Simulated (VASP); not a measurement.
Write the native input for VASP 6.6.1 that does the following.

| Quantity | Value |
| --- | --- |
| Task | single point |
| Functional | PBEsol |
| Potentials or basis | VASP PAW PBE potentials, release 64 (Eu, Mn_pv) |
| Cutoff | 520 eV |
| k mesh | 8 × 8 × 8 |
| Occupations | gaussian, width 0.05 eV |
| Spin | collinear spin, ferrimagnetic start |
| Starting moments | [7.07, -3.64, -3.64, -3.64] μB |
| Dipole correction | no |
| Further INCAR settings | ALGO = Normal; EDIFF = 1e-06; NBANDS = 40 |

The structure of EuMn3 lies in POSCAR:

```
EuMn3
1.0
    4.0509585567      0.0000000000      0.0000000000
    0.0000000000      4.0509585567      0.0000000000
    0.0000000000      0.0000000000      4.0509585567
Eu Mn
1 3
Direct
    0.0000000000      0.0000000000      0.0000000000
    0.0000000000      0.5000000000      0.5000000000
    0.5000000000      0.5000000000      0.0000000000
    0.5000000000      0.0000000000      0.5000000000
```

The input as run:

INCAR

```
PREC = Accurate
ENCUT = 520
EDIFF = 1E-6
ISMEAR = 0
SIGMA = 0.05
LREAL = False
LASPH = True
NELM = 150
ALGO = Normal
ISIF = 2
LWAVE = False
LCHARG = False
ISPIN = 2
MAGMOM = 7.07 -3.64 -3.64 -3.64
LORBIT = 11
LMAXMIX = 6
GGA = PS
NBANDS = 40
```

KPOINTS

```
regular mesh
0
Gamma
  8 8 8
```

Potentials or basis: VASP PAW PBE potentials, release 64 (Eu, Mn_pv).

Run with:

```console
$ cat potpaw_PBE.64/Eu/POTCAR potpaw_PBE.64/Mn_pv/POTCAR > POTCAR
$ mpirun -np 1 vasp_std > vasp.out
```

Results of the run:

```json
{
  "Pressure": "-1.3 GPa",
  "Net moment": "-3.52 μB per cell",
  "Site moments": "Eu +6.40; Mn -3.29 μB",
  "Valence electrons inside the program's atomic spheres": "Eu 14.93; Mn 11.59"
}
```

Caveat: the PAW data sets were made with another functional, which shifts forces and pressure a little.

Wall time 20 min on 1 thread of Intel Xeon 8259CL, with other jobs on the host, peak memory 0.31 GiB.
